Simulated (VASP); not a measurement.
Write the native input for VASP 6.6.1 that does the following.

| Property | Result |
| --- | --- |
| Task | single point |
| Functional | PBE |
| Potentials or basis | VASP PAW PBE potentials, release 64 (Sc_sv) |
| Cutoff | 520 eV |
| k mesh | 15 × 15 × 8 |
| Occupations | gaussian, width 0.1 eV |
| Spin | no spin polarisation |
| Dipole correction | no |
| Further INCAR settings | ALGO = Fast; EDIFF = 1e-07; NBANDS = 18 |

The structure of Sc lies in POSCAR:

```
Sc
1.0
    3.1869482390      0.0000000000      0.0000000000
   -1.5934741195      2.7599781355      0.0000000000
    0.0000000000      0.0000000000      4.9288352705
Sc
2
Direct
    0.3333333333      0.6666666667      0.2500000000
    0.6666666667      0.3333333333      0.7500000000
```

This cell differs from its parent crystal: volume scaled by 0.88, then relaxed in part.

These files were run (other wordings do the same):

INCAR

```
SYSTEM = Sc
PREC = Accurate ; ENCUT = 520
EDIFF = 1E-7 ; ISMEAR = 0
SIGMA = 0.1 ; LREAL = .False.
LASPH = .True. ; NELM = 60
ALGO = Fast ; ISIF = 2
LWAVE = .False. ; LCHARG = .False.
GGA = PE ; NBANDS = 18
```

KPOINTS

```
Automatic mesh
0
Gamma
  15 15 8
  0 0 0
```

Potentials or basis: VASP PAW PBE potentials, release 64 (Sc_sv).

Command:

```bash
$ cat potpaw_PBE.64/Sc_sv/POTCAR > POTCAR
$ mpirun -np 1 vasp_std > vasp.out
```

Results of the run:

- Pressure: 8.6 GPa
- Band gap on the k mesh: zero (band 11 reaches 5.56 eV, above the bottom of band 12 at 3.81 eV)

It took 90 s on 1 thread of Intel Xeon 6975P-C, on a shared host, peak memory 0.22 GiB.
